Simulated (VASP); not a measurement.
CsPbBr3:

```
Cs Pb Br
1.0
     6.00272    0.00000    0.00000
     0.00000    6.00272    0.00000
     0.00000    0.00000    6.00272
Cs Pb Br
1 1 3
Cartesian
  0.0000 0.0000 0.0000
  3.0014 3.0014 3.0014
  0.0000 3.0014 3.0014
  3.0014 0.0000 3.0014
  3.0014 3.0014 0.0000
```

| Quantity | Value |
| --- | --- |
| Program | VASP 6.6.1 |
| Task | relaxation of cell and atoms |
| Functional | PBEsol |
| Potentials or basis | VASP PAW PBE potentials, release 64 (Cs_sv, Pb_d, Br) |
| Cutoff | 600 eV |
| k mesh | 6 × 6 × 6 |
| Occupations | gaussian, width 0.02 eV |
| Spin | no spin polarisation |

At the start: pressure -1.2 GPa; volume 43.26 Å³/atom.

How do energy, volume and symmetry change on relaxing?

Over 3 steps the energy falls by 11.0 meV/atom and the volume is 40.54 Å³/atom (-6.3 %); space group Pm-3m (No. 221, to 0.05 Å).

Step by step:
```csv
step,energy change (eV),largest force (eV/Å),pressure (GPa),volume (Å³)
1,0.0000,0.0000,-1.21,216.29
2,-0.0506,0.0000,-0.37,206.26
3,-0.0548,0.0000,-0.01,202.72
```

Final structure:
```
Cs Pb Br
1.0
     5.87447    0.00000    0.00000
     0.00000    5.87447    0.00000
     0.00000    0.00000    5.87447
Cs Pb Br
1 1 3
Direct
  0.00000 0.00000 0.00000
  0.50000 0.50000 0.50000
  0.00000 0.50000 0.50000
  0.50000 0.00000 0.50000
  0.50000 0.50000 0.00000
```

Caveat: the PAW data sets were made with another functional, which shifts forces and pressure a little.
